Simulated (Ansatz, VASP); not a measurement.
# InSb in VASP and in Ansatz

```
CELL_PARAMETERS angstrom
0.00000 3.19532 3.19532
3.19532 0.00000 3.19532
3.19532 3.19532 0.00000
ATOMIC_POSITIONS crystal
In 0.00000 0.00000 0.00000
Sb 0.75000 0.75000 0.75000
```

Change from the starting cell: volume scaled by 0.96.

Alike in both runs: task single point; functional LDA; k mesh 10 × 10 × 10; occupations fermi-dirac, width 0.03 eV; no spin polarisation.

```csv
,VASP,Ansatz
version,VASP 6.6.1,Ansatz 0.2.0
potentials or method,"VASP PAW LDA potentials, release 64 (In_d, Sb), cutoff 520 eV","all-electron LAPW, scalar-relativistic"
```

Ansatz gave:

```
pressure (GPa) : 1.4
```

Which values does VASP return?

Pressure (GPa): 1.5.

LDA's correlation is that of Perdew and Zunger in VASP and of Perdew and Wang (1992) in Ansatz. Ansatz ran all-electron here, and VASP with PAW potentials.

Spin-orbit coupling is off throughout.
